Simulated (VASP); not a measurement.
# Si (P6_3/mmc) in VASP: single point with PBEsol

Aim: the single point of Si with PBEsol.

All numbers are computed with VASP 6.6.1; they aren't measurements. Logs are shortened: lines on timing, memory, paths and dates and some standing lists are left out, and cuts for length are marked.

## 1. The cell of the first run

Symmetry: P6_3/mmc, No. 194, hexagonal system. Conventional cell: a = 2.663 Å, b = 2.663 Å, c = 4.551 Å, α = 90.00°, β = 90.00°, γ = 120.00°. Within 3.5 Å of Si (site symmetry -6m2) lie 12 Si at 2.66 to 2.75 Å.

This isn't the form of Si at room conditions, which is diamond.

## 2. Single point, PBEsol

The input, POSCAR:

```
Si
1.0
    2.6629499968      0.0000000000      0.0000000000
   -1.3314749984      2.3061823463      0.0000000000
    0.0000000000      0.0000000000      4.5510372790
Si
2
Direct
    0.3333333333      0.6666666667      0.2500000000
    0.6666666667      0.3333333333      0.7500000000
```

The input, INCAR.step1:

```
SYSTEM = Si
PREC = Accurate ; ENCUT = 400
EDIFF = 1E-6 ; ISMEAR = 0
SIGMA = 0.1 ; LREAL = .False.
LASPH = .True. ; NELM = 120
ALGO = Normal ; ISIF = 2
LWAVE = .False. ; LCHARG = .True.
GGA = PS ; NBANDS = 11
GGA_COMPAT = .False. ; NEDOS = 2001
LORBIT = 11
```

The input, KPOINTS.step1:

```
Automatic mesh
0
Gamma
  18 18 10
  0 0 0
```

The input, INCAR.step2:

```
SYSTEM = Si
PREC = Accurate ; ENCUT = 400
EDIFF = 1E-6 ; ISMEAR = -5
SIGMA = 0.1 ; LREAL = .False.
LASPH = .True. ; NELM = 120
ALGO = Normal ; ISIF = 2
LWAVE = .False. ; LCHARG = .False.
GGA = PS ; LORBIT = 11
NBANDS = 11 ; NEDOS = 2001
ICHARG = 11 ; GGA_COMPAT = .False.
```

The input, KPOINTS.step2:

```
Automatic mesh
0
Gamma
  27 27 15
  0 0 0
```

Potentials or basis: VASP PAW PBE potentials, release 64 (Si).

Started as:

```
> cat potpaw_PBE.64/Si/POTCAR > POTCAR
> cp INCAR.step1 INCAR
> cp KPOINTS.step1 KPOINTS
> mpirun -np 1 vasp_std > vasp.out
> cp INCAR.step2 INCAR
> cp KPOINTS.step2 KPOINTS
> mpirun -np 1 vasp_std > vasp.out
```

OUTCAR:

```text
SYSTEM = Si
   PREC = Accurate
   ENCUT = 400
   EDIFF = 1E-6
   ISMEAR = -5
   LREAL = .False.
   LASPH = .True.
   NELM = 120
   ISIF = 2
   GGA = PS
   LORBIT = 11
   ICHARG = 11

 ion  position               nearest neighbor table
   1  0.333  0.667  0.250-   2 2.75   2 2.75   2 2.75   2 2.75   2 2.75   2 2.75
   2  0.667  0.333  0.750-   1 2.75   1 2.75   1 2.75   1 2.75   1 2.75   1 2.75

  LATTYP: Found a hexagonal cell.
 ALAT       =     2.6629499968
 C/A-ratio  =     1.7090209296

  Lattice vectors:

 A1 = (   2.6629499968,   0.0000000000,   0.0000000000)
 A2 = (  -1.3314749984,   2.3061823463,   0.0000000000)
 A3 = (   0.0000000000,   0.0000000000,   4.5510372790)

Analysis of symmetry for initial positions (statically):
=====================================================================
 Subroutine PRICEL returns:
 Original cell was already a primitive cell.

 Routine SETGRP: Setting up the symmetry group for a
 hexagonal supercell.

 Subroutine GETGRP returns: Found 24 space group operations
 (whereof 12 operations were pure point group operations)
 out of a pool of 24 trial point group operations.

The static configuration has the point symmetry D_3d.
 The point group associated with its full space group is D_6h.

Analysis of symmetry for dynamics (positions and initial velocities):
=====================================================================
 Subroutine PRICEL returns:
 Original cell was already a primitive cell.

 Routine SETGRP: Setting up the symmetry group for a
 hexagonal supercell.

 Subroutine GETGRP returns: Found 24 space group operations
 (whereof 12 operations were pure point group operations)
 out of a pool of 24 trial point group operations.

The dynamic configuration has the point symmetry D_3d.
 The point group associated with its full space group is D_6h.

 Subroutine INISYM returns: Found 24 space group operations
 (whereof 12 operations are pure point group operations),
 and found     1 'primitive' translations

----------------------------------------------------------------------------------------

                                     Primitive cell

  volume of cell :      27.9490

  direct lattice vectors                    reciprocal lattice vectors
     2.662949997  0.000000000  0.000000000     0.375523386  0.216808528  0.000000000
    -1.331474998  2.306182346  0.000000000     0.000000000  0.433617056  0.000000000
     0.000000000  0.000000000  4.551037279     0.000000000  0.000000000  0.219730127

  length of vectors
[... 96 lines left out ...]
   NUPDOWN=      -1.0000    fix difference up-down
   EMIN   =  10.00;   EMAX   =-10.00  energy-range for DOS
   EFERMI =   0.00;   METHOD = LEGACY
   ISMEAR =    -5;   SIGMA  =   0.10  broadening in eV -4-tet -1-fermi 0-gaus
   EFERMI_NEDOS =   21; number of points for ismear=-14 and -15
   IALGO  =     38    algorithm
   IMIX   =      4    mixing-type and parameters
     AMIX     =   0.40;   BMIX     =  1.00
     AMIX_MAG =   1.60;   BMIX_MAG =  1.00
  volume/ion in A,a.u.               =      13.97        94.30
  Fermi-wavevector in a.u.,A,eV,Ry     =   1.078903  2.038831 15.837618  1.164032
  Thomas-Fermi vector in A             =   2.214854
   LORBIT       =     11    0 simple, 1 ext, 2 COOP (PROOUT), +10 PAW based schemes
   GGA     = PS    functional components
   LHFCALC =     F    Hartree Fock is set to
   AEXX    =    0.0000 exact exchange contribution
   IVDW    =     0    specifies the selected vdW correction
   LEPSILON=     F    determine dielectric tensor
   LRPA    =     F    only Hartree local field effects (RPA)
 non-spin polarized calculation
 Fermi weights with tetrahedron method with Bloechl corrections
  energy-cutoff  :      400.00
  volume of cell :       27.95
 maximum number of plane-waves:       537
 NGX is ok and might be reduce to    18

 number of electron       7.9999999 magnetization

 Free energy of the ion-electron system (eV)
  ---------------------------------------------------
  ext. energy  EPLUGINS =         0.00000000
  ---------------------------------------------------
  free energy    TOTEN  =       -10.74421669 eV

  energy without entropy =      -10.74421669  energy(sigma->0) =      -10.74421669

 E-fermi :  10.5934     XC(G=0): -11.3851

 val. band max:       10.7009465635   @ k =   0.2593   0.0000   0.4000
 cond. band min:      10.3799116953   @ k =   0.3704   0.2593   0.0000
 fundamental gap:     -0.3210348682
 Fermi energy:        10.5933985344

 k-point     1 :       0.0000    0.0000    0.0000
  band No.  band energies     occupation
      1      -4.1974      2.00000
      2       2.2335      2.00000
      3       3.2023      2.00000
      4      19.7716      0.00000
      5      19.7716      0.00000
      6      21.0107      0.00000
      7      21.0107      0.00000
      8      21.0693      0.00000
      9      21.4188      0.00000
     10      24.1696      0.00000
     11      24.7856      0.00000
[... 309 lines left out ...]
 k-point    24 :       0.3704    0.0370    0.0000
  band No.  band energies     occupation
      1      -0.0809      2.00000
      2       5.7314      2.00000
      3       6.3680      2.00000
      4       7.0909      2.00000
      5      11.9369     -0.01168
      6      12.9978      0.00000
      7      14.1015      0.00000
      8      17.6058      0.00000
      9      19.3142      0.00000
     10      21.5043      0.00000
     11      23.2906      0.00000

 [... further k-points ...]
[... 5 lines left out ...]
  --------------------------------------------------------------------------------------
  -------------------------------------------------------------------------------------
  Total        0.0096575      0.0096575     -0.0785778     -0.0000000      0.0000000      0.0000000
  in kB        0.5536159      0.5536159     -4.5044692     -0.0000000      0.0000000      0.0000000
  external PRESSURE =      -1.1324125 kB  Pullay stress =       0.0000000 kB

 VOLUME and BASIS-vectors are now :
 -----------------------------------------------------------------------------
  energy-cutoff  :      400.00
  volume of cell :       27.95
      direct lattice vectors                 reciprocal lattice vectors
     2.662949997  0.000000000  0.000000000     0.375523386  0.216808528  0.000000000
    -1.331474998  2.306182346  0.000000000     0.000000000  0.433617056  0.000000000
     0.000000000  0.000000000  4.551037279     0.000000000  0.000000000  0.219730127

 POSITION                                       TOTAL-FORCE (eV/Angst)
 -----------------------------------------------------------------------------------
     -0.00000      1.53745      1.13776        -0.000000      0.000000     -0.000000
      1.33147      0.76873      3.41328         0.000000      0.000000      0.000000
 -----------------------------------------------------------------------------------
    total drift:                               -0.000000      0.000000     -0.000000

  FREE ENERGIE OF THE ION-ELECTRON SYSTEM (eV)
  ---------------------------------------------------
  free  energy   TOTEN  =       -10.7442166880 eV

  energy  without entropy=      -10.7442166880  energy(sigma->0) =      -10.74421669

 total charge

# of ion       s       p       d       tot
------------------------------------------
    1        0.824   0.732   0.000   1.556
    2        0.824   0.732   0.000   1.556
--------------------------------------------------
tot          1.648   1.463   0.000   3.111
```

OUTCAR.step1:

```text
SYSTEM = Si
   PREC = Accurate
   ENCUT = 400
   EDIFF = 1E-6
   ISMEAR = 0
   LREAL = .False.
   LASPH = .True.
   NELM = 120
   ISIF = 2
   GGA = PS
   LORBIT = 11
[... 561 lines left out ...]
    total drift:                               -0.000000      0.000000     -0.000000

  FREE ENERGIE OF THE ION-ELECTRON SYSTEM (eV)
  ---------------------------------------------------
  free  energy   TOTEN  =       -10.7502337396 eV

  energy  without entropy=      -10.7466855544  energy(sigma->0) =      -10.74845965

 total charge

# of ion       s       p       d       tot
------------------------------------------
    1        0.826   0.731   0.000   1.556
    2        0.826   0.731   0.000   1.556
--------------------------------------------------
tot          1.652   1.461   0.000   3.113
```

It took 84 s on 1 thread of Intel Xeon Platinum 8488C (Sapphire Rapids), shared host; peak memory 0.22 GiB.

What came out:

```yaml
Valence_electrons_inside_the_program's_atomic_spheres: Si 1.56
```

Levels at points of the mesh, in eV from the Fermi level:
```
           k point  band 1  band 2  band 3  band 4  band 5  band 6  band 7  band 8
(0.00, 0.00, 0.00)  -14.79   -8.36   -7.39    9.18    9.18   10.42   10.42   10.48
```

Caveat: the PAW data sets were made with another functional, which shifts forces and pressure a little.
